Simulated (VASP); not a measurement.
# HfO2 (Fm-3m) in VASP: further runs

The runs below take HfO2 through single point, with LDA.

Program: VASP 6.6.1. These are calculated values, not measurements. Logs are shortened: lines on timing, memory, paths and dates and some standing lists are left out, and cuts for length are marked.

## (1) The cell of the first run

The structure is cubic, space group Fm-3m (No. 225). The conventional cell has a = 5.115 Å, b = 5.115 Å, c = 5.115 Å, α = 90.00°, β = 90.00°, γ = 90.00°. Within 2.9 Å of Hf (site symmetry m-3m) lie 8 O at 2.21 Å. O (site symmetry -43m) has 4 Hf at 2.21 Å and 6 O at 2.56 Å within 2.9 Å.

## (2) Single point, LDA

INCAR

```
SYSTEM = HfO2
ALGO     = Normal         ! electronic algorithm
EDIFF    = 1E-6           ! SCF threshold, eV
ENCUT    = 520            ! plane-wave cutoff, eV
ISIF     = 2              ! what is computed and relaxed
ISMEAR   = 0              ! smearing method
LASPH    = .True.         ! aspherical terms in the spheres
LCHARG   = .False.        ! write CHGCAR
LREAL    = .False.        ! projectors in reciprocal space
LWAVE    = .False.        ! write WAVECAR
NBANDS   = 18             ! bands
NELM     = 80             ! most SCF steps
PREC     = Accurate       ! precision mode
SIGMA    = 0.01           ! smearing width, eV
```

KPOINTS

```
k-points
0
Gamma
  6 6 6
  0 0 0
```

POSCAR

```
HfO2
1.0
    0.0000000000      2.5575000000      2.5575000000
    2.5575000000      0.0000000000      2.5575000000
    2.5575000000      2.5575000000      0.0000000000
Hf O
1 2
Direct
    0.0000000000      0.0000000000      0.0000000000
    0.2500000000      0.2500000000      0.2500000000
    0.7500000000      0.7500000000      0.7500000000
```

Potentials or basis: VASP PAW LDA potentials, release 64 (Hf_pv, O).

Launch:

```
cat potpaw_LDA.64/Hf_pv/POTCAR potpaw_LDA.64/O/POTCAR > POTCAR
mpirun -np 1 vasp_std > vasp.out
```

OUTCAR:

```text
SYSTEM = HfO2
   EDIFF = 1E-6
   ENCUT = 520
   ISIF = 2
   ISMEAR = 0
   LASPH = .True.
   LREAL = .False.
   NELM = 80
   PREC = Accurate

 ion  position               nearest neighbor table
   1  0.000  0.000  0.000-   3 2.21   3 2.21   3 2.21   2 2.21   3 2.21   2 2.21   2 2.21   2 2.21

   2  0.250  0.250  0.250-   1 2.21   1 2.21   1 2.21   1 2.21
   3  0.750  0.750  0.750-   1 2.21   1 2.21   1 2.21   1 2.21

  LATTYP: Found a face centered cubic cell.
 ALAT       =     5.1150000000

  Lattice vectors:

 A1 = (   0.0000000000,   2.5575000000,   2.5575000000)
 A2 = (   2.5575000000,   0.0000000000,   2.5575000000)
 A3 = (   2.5575000000,   2.5575000000,   0.0000000000)

Analysis of symmetry for initial positions (statically):
=====================================================================
 Subroutine PRICEL returns:
 Original cell was already a primitive cell.

 Routine SETGRP: Setting up the symmetry group for a
 face centered cubic supercell.

 Subroutine GETGRP returns: Found 48 space group operations
 (whereof 48 operations were pure point group operations)
 out of a pool of 48 trial point group operations.

The static configuration has the point symmetry O_h .

Analysis of symmetry for dynamics (positions and initial velocities):
=====================================================================
 Subroutine PRICEL returns:
 Original cell was already a primitive cell.

 Routine SETGRP: Setting up the symmetry group for a
 face centered cubic supercell.

 Subroutine GETGRP returns: Found 48 space group operations
 (whereof 48 operations were pure point group operations)
 out of a pool of 48 trial point group operations.

The dynamic configuration has the point symmetry O_h .

 Subroutine INISYM returns: Found 48 space group operations
 (whereof 48 operations are pure point group operations),
 and found     1 'primitive' translations

----------------------------------------------------------------------------------------

                                     Primitive cell

  volume of cell :      33.4562

  direct lattice vectors                    reciprocal lattice vectors
     0.000000000  2.557500000  2.557500000    -0.195503421  0.195503421  0.195503421
     2.557500000  0.000000000  2.557500000     0.195503421 -0.195503421  0.195503421
     2.557500000  2.557500000  0.000000000     0.195503421  0.195503421 -0.195503421

  length of vectors
     3.616851186  3.616851186  3.616851186     0.338621859  0.338621859  0.338621859

  position of ions in fractional coordinates (direct lattice)
     0.000000000  0.000000000  0.000000000
     0.250000000  0.250000000  0.250000000
     0.750000000  0.750000000  0.750000000

  ion indices of the primitive-cell ions
   primitive index   ion index
                 1           1
                 2           2
                 3           3

----------------------------------------------------------------------------------------

 KPOINTS: k-points

Automatic generation of k-mesh.
 Grid dimensions read from file:
 generate k-points for:    6    6    6

 Generating k-lattice:

  Cartesian coordinates                     Fractional coordinates (reciprocal lattice)
    -0.032583904  0.032583904  0.032583904     0.166666667  0.000000000  0.000000000
     0.032583904 -0.032583904  0.032583904     0.000000000  0.166666667  0.000000000
     0.032583904  0.032583904 -0.032583904     0.000000000  0.000000000  0.166666667

  Length of vectors
     0.056436976  0.056436976  0.056436976

  Shift w.r.t. Gamma in fractional coordinates (k-lattice)
     0.000000000  0.000000000  0.000000000

 Subroutine IBZKPT returns following result:
 ===========================================

 Found     16 irreducible k-points:

 Following reciprocal coordinates:
            Coordinates               Weight
  0.000000  0.000000  0.000000      1.000000
  0.166667  0.000000  0.000000      8.000000
  0.333333  0.000000  0.000000      8.000000
  0.500000  0.000000  0.000000      4.000000
  0.166667  0.166667  0.000000      6.000000
  0.333333  0.166667  0.000000     24.000000
[... 8 lines left out ...]
 -0.333333  0.333333  0.166667     24.000000
 -0.333333  0.500000  0.166667     12.000000
   k-points           NKPTS =     16   k-points in BZ     NKDIM =     16   number of bands    NBANDS=     18
   number of dos      NEDOS =    301   number of ions     NIONS =      3
   total plane-waves  NPLWV =  21952
   dimension x,y,z NGX =    28 NGY =   28 NGZ =   28
   dimension x,y,z NGXF=    56 NGYF=   56 NGZF=   56
   ions per type =               1   2
   NGX,Y,Z   is equivalent  to a cutoff of  12.87, 12.87, 12.87 a.u.
   NGXF,Y,Z  is equivalent  to a cutoff of  25.74, 25.74, 25.74 a.u.
 SYSTEM =  HfO2
   PREC   = accura    normal or accurate (medium, high low for compatibility)
   ISTART =      0    job   : 0-new  1-cont  2-samecut
   ICHARG =      2    charge: 1-file 2-atom 10-const
   ISPIN  =      1    spin polarized calculation?
   LNONCOLLINEAR =      F non collinear calculations
   LSORBIT =      F    spin-orbit coupling
   LASPH  =      T    aspherical Exc in radial PAW
   ENCUT  =  520.0 eV  38.22 Ry    6.18 a.u.   6.72  6.72  6.72*2*pi/ulx,y,z
   NELM   =     80;   NELMIN=  2; NELMDL= -5     # of ELM steps
   EDIFF  = 0.1E-05   stopping-criterion for ELM
   LREAL  =      F    real-space projection
   EDIFFG = 0.1E-04   stopping-criterion for IOM
   NSW    =      0    number of steps for IOM
   IBRION =     -1    ionic relax: 0-MD 1-quasi-New 2-CG
   NFREE  =      0    steps in history (QN), initial steepest desc. (CG)
   ISIF   =      2    stress and relaxation
   ISYM   =      2    0-nonsym 1-usesym 2-fastsym
   POTIM  = 0.5000    time-step for ionic-motion
   TEBEG  =    0.0;   TEEND  =   0.0 temperature during run
   PSTRESS=    0.0 pullay stress
   NELECT =      22.0000    total number of electrons
   NUPDOWN=      -1.0000    fix difference up-down
   EMIN   =  10.00;   EMAX   =-10.00  energy-range for DOS
   EFERMI =   0.00;   METHOD = LEGACY
   ISMEAR =     0;   SIGMA  =   0.01  broadening in eV -4-tet -1-fermi 0-gaus
   EFERMI_NEDOS =   21; number of points for ismear=-14 and -15
   IALGO  =     38    algorithm
   IMIX   =      4    mixing-type and parameters
     AMIX     =   0.40;   BMIX     =  1.00
     AMIX_MAG =   1.60;   BMIX_MAG =  1.00
  volume/ion in A,a.u.               =      11.15        75.26
  Fermi-wavevector in a.u.,A,eV,Ry     =   1.423607  2.690227 27.574337  2.026657
  Thomas-Fermi vector in A             =   2.544186
   LORBIT       =      0    0 simple, 1 ext, 2 COOP (PROOUT), +10 PAW based schemes
   GGA     = CA    functional components
   LHFCALC =     F    Hartree Fock is set to
   AEXX    =    0.0000 exact exchange contribution
   IVDW    =     0    specifies the selected vdW correction
   LEPSILON=     F    determine dielectric tensor
   LRPA    =     F    only Hartree local field effects (RPA)
 non-spin polarized calculation
 Gauss-broadening in eV      SIGMA  =   0.01
  energy-cutoff  :      520.00
  volume of cell :       33.46
 maximum number of plane-waves:       934
   NGX = 13   NGY = 13   NGZ = 13

 number of electron      21.9999993 magnetization

 Free energy of the ion-electron system (eV)
  ---------------------------------------------------
  ext. energy  EPLUGINS =         0.00000000
  ---------------------------------------------------
  free energy    TOTEN  =       -32.91050298 eV

  energy without entropy =      -32.91050298  energy(sigma->0) =      -32.91050298

 E-fermi :   3.8883     XC(G=0): -12.1749

 val. band max:        3.8234508304   @ k =   0.5000   0.5000   0.0000
 cond. band min:       7.3474174679   @ k =   0.5000   0.5000   0.0000
 fundamental gap:      3.5239666375
 Fermi energy:         3.8882953599

 k-point     1 :       0.0000    0.0000    0.0000
  band No.  band energies     occupation
      1     -25.7882      2.00000
      2     -25.7882      2.00000
      3     -25.7882      2.00000
      4     -14.4848      2.00000
      5     -11.4573      2.00000
      6      -1.4221      2.00000
[... 10 lines left out ...]
     17      13.8606      0.00000
     18      16.2679      0.00000

 k-point     2 :       0.1667    0.0000    0.0000
  band No.  band energies     occupation
      1     -25.8921      2.00000
      2     -25.7999      2.00000
      3     -25.7999      2.00000
      4     -14.1400      2.00000
      5     -11.7366      2.00000
      6      -1.1698      2.00000
[... 10 lines left out ...]
     17      13.4486      0.00000
     18      16.2528      0.00000

 k-point     3 :       0.3333    0.0000    0.0000
  band No.  band energies     occupation
      1     -26.0891      2.00000
      2     -25.8230      2.00000
      3     -25.8230      2.00000
      4     -13.4831      2.00000
      5     -12.1420      2.00000
      6      -0.6559      2.00000
[... 10 lines left out ...]
     17      13.0068      0.00000
     18      15.4736      0.00000

 k-point     4 :       0.5000    0.0000    0.0000
  band No.  band energies     occupation
      1     -26.1829      2.00000
      2     -25.8345      2.00000
      3     -25.8345      2.00000
      4     -13.2471      2.00000
      5     -12.1952      2.00000
      6      -0.4146      2.00000
[... 207 lines left out ...]
      4     -12.8963      2.00000
      5     -12.4569      2.00000
      6      -1.0950      2.00000
[... 10 lines left out ...]
     17      14.3186      0.00000
     18      16.2361      0.00000

 k-point    15 :      -0.3333    0.3333    0.1667
  band No.  band energies     occupation
      1     -26.0965      2.00000
      2     -26.0019      2.00000
      3     -25.8783      2.00000
      4     -12.7264      2.00000
      5     -12.4606      2.00000
      6      -1.0865      2.00000
[... 10 lines left out ...]
     17      15.2266      0.00000
     18      16.2179      0.00000

 k-point    16 :      -0.3333    0.5000    0.1667
  band No.  band energies     occupation
      1     -26.1305      2.00000
      2     -25.9800      2.00000
      3     -25.9041      2.00000
      4     -12.6366      2.00000
      5     -12.4581      2.00000
      6      -1.9849      2.00000
[... 10 lines left out ...]
     17      16.2349      0.00000
     18      16.4838      0.00000

------------------------ aborting loop because EDIFF is reached ----------------------------------------

  FORCE on cell =-STRESS in cart. coord.  units (eV):
  Direction    XX          YY          ZZ          XY          YZ          ZX
  --------------------------------------------------------------------------------------
  -------------------------------------------------------------------------------------
  Total       -4.0347658     -4.0347658     -4.0347658     -0.0000000     -0.0000000      0.0000000
  in kB     -193.2199606   -193.2199606   -193.2199606     -0.0000000     -0.0000000      0.0000000
  external PRESSURE =    -193.2199606 kB  Pullay stress =       0.0000000 kB

 VOLUME and BASIS-vectors are now :
 -----------------------------------------------------------------------------
  energy-cutoff  :      520.00
  volume of cell :       33.46
      direct lattice vectors                 reciprocal lattice vectors
     0.000000000  2.557500000  2.557500000    -0.195503421  0.195503421  0.195503421
     2.557500000  0.000000000  2.557500000     0.195503421 -0.195503421  0.195503421
     2.557500000  2.557500000  0.000000000     0.195503421  0.195503421 -0.195503421

 POSITION                                       TOTAL-FORCE (eV/Angst)
 -----------------------------------------------------------------------------------
      0.00000      0.00000      0.00000        -0.000000     -0.000000     -0.000000
      1.27875      1.27875      1.27875         0.000000      0.000000      0.000000
      3.83625      3.83625      3.83625         0.000000     -0.000000     -0.000000
 -----------------------------------------------------------------------------------
    total drift:                                0.000000      0.000000      0.000000

  FREE ENERGIE OF THE ION-ELECTRON SYSTEM (eV)
  ---------------------------------------------------
  free  energy   TOTEN  =       -32.9105029776 eV

  energy  without entropy=      -32.9105029776  energy(sigma->0) =      -32.91050298
```

Wall time 4.6 s (1 thread of Intel Xeon 6975P-C, shared host); peak memory 0.14 GiB.

What came out:

* Free energy: -32.9105 eV
* Pressure: -19.3 GPa
* Band gap on the k mesh: 3.52 eV, direct

Caveat: spin-orbit coupling is left out, which moves the levels of the heavy elements. Expect the measured gap to be larger: semilocal functionals such as LDA lack the derivative discontinuity.

## (3) Single point, LDA

This run uses another cell than the first one, of 11.43 Å³/atom, 1.025 times its volume.

INCAR

```
ALGO = Normal
EDIFF = 1E-6
ENCUT = 520
GGA = CA
ISIF = 2
ISMEAR = 0
LASPH = True
LCHARG = False
LREAL = False
LWAVE = False
NBANDS = 18
NELM = 100
PREC = Accurate
SIGMA = 0.01
```

KPOINTS

```
k-points
0
Gamma
  6 6 6
```

POSCAR

```
HfO2
1.0
    0.0000000000      2.5786373222      2.5786373222
    2.5786373222      0.0000000000      2.5786373222
    2.5786373222      2.5786373222      0.0000000000
Hf O
1 2
Direct
    0.0000000000      0.0000000000      0.0000000000
    0.2500000000      0.2500000000      0.2500000000
    0.7500000000      0.7500000000      0.7500000000
```

Potentials or basis: VASP PAW LDA potentials, release 64 (Hf_pv, O).

Launch:

```
cat potpaw_LDA.64/Hf_pv/POTCAR potpaw_LDA.64/O/POTCAR > POTCAR
mpirun -np 1 vasp_std > vasp.out
```

Wall time 6 s (1 thread of Intel Xeon 6975P-C, shared host); peak memory 0.14 GiB.

Results (log left out):

* Free energy: -32.7982 eV
* Pressure: -24.0 GPa
* Band gap on the k mesh: 3.46 eV, direct

Levels at points of the mesh, in eV from the valence-band top:
```tsv
k point	band 7	band 8	band 9	band 10	band 11	band 12	band 13	band 14	band 15	band 16
(0.00, 0.00, 0.00)	-5.10	-5.10	-0.59	-0.59	-0.59	3.56	3.56	5.28	9.74	9.74
(0.50, 0.00, 0.00)	-4.11	-3.00	-2.65	-1.78	-1.78	4.24	4.24	6.46	8.63	8.77
(0.50, 0.50, 0.00)	-3.36	-3.36	-1.47	-1.47	0.00	3.46	5.06	6.13	7.64	7.64
```

Caveat: spin-orbit coupling is left out, which moves the levels of the heavy elements.

## (4) Single point, LDA

This run uses another cell than the first one, of 11.71 Å³/atom, 1.050 times its volume.

INCAR

```
SYSTEM = HfO2
  PREC = Accurate
  ENCUT = 520
  EDIFF = 1E-6
  ISMEAR = 0
  SIGMA = 0.01
  LREAL = .FALSE.
  LASPH = .TRUE.
  NELM = 80
  ALGO = Normal
  ISIF = 2
  LWAVE = .FALSE.
  LCHARG = .TRUE.
  LELF = .TRUE.
  LVHAR = .TRUE.
  NBANDS = 18
```

KPOINTS

```
Automatic mesh
0
G
  6 6 6
  0 0 0
```

POSCAR

```
HfO2
1.0
    0.0000000000      2.5994336826      2.5994336826
    2.5994336826      0.0000000000      2.5994336826
    2.5994336826      2.5994336826      0.0000000000
Hf O
1 2
Direct
    0.0000000000      0.0000000000      0.0000000000
    0.2500000000      0.2500000000      0.2500000000
    0.7500000000      0.7500000000      0.7500000000
```

Launch:

```
cat potpaw_LDA.64/Hf_pv/POTCAR potpaw_LDA.64/O/POTCAR > POTCAR
mpirun -np 1 vasp_std > vasp.out
```

Run time: 5.6 s. Hardware: 1 thread of Intel Xeon 6975P-C, shared host; peak memory 0.14 GiB.

It converged, with:

| Item | Value |
| --- | --- |
| Free energy | -32.6627 eV |
| Pressure | -28.1 GPa |
| Band gap on the k mesh | 3.40 eV, direct |

Levels at points of the mesh, in eV from the valence-band top:
```
           k point  band 7  band 8  band 9  band 10  band 11  band 12  band 13  band 14  band 15  band 16
(0.00, 0.00, 0.00)   -4.96   -4.96   -0.58    -0.58    -0.58     3.50     3.50     5.09     9.45     9.45
(0.50, 0.00, 0.00)   -4.00   -2.96   -2.59    -1.75    -1.75     4.15     4.15     6.25     8.53     8.53
(0.50, 0.50, 0.00)   -3.31   -3.31   -1.43    -1.43     0.00     3.39     4.93     5.92     7.43     7.43
```

Caveat: spin-orbit coupling is left out, which moves the levels of the heavy elements. A k mesh can miss the band edges.

## (5) Overview

| cell | gap on the mesh (eV) | pressure (GPa) |
| --- | --- | --- |
| a = 3.617 Å, angles 60.0°, 3 atoms | 3.52 | -19.3 |
| a = 3.647 Å, angles 60.0°, 3 atoms | 3.46 | -24.0 |
| a = 3.676 Å, angles 60.0°, 3 atoms | 3.40 | -28.1 |

Alike in all rows: task single point; level LDA; potentials or basis VASP PAW LDA potentials, release 64 (Hf_pv, O); no spin polarisation; k mesh 6 × 6 × 6; cutoff (eV) 520; smearing gaussian 0.01 eV.

Caveats: spin-orbit coupling is left out, which moves the levels of the heavy elements.

Total energies depend on the potentials used, so only differences within one code and one set of settings carry meaning.
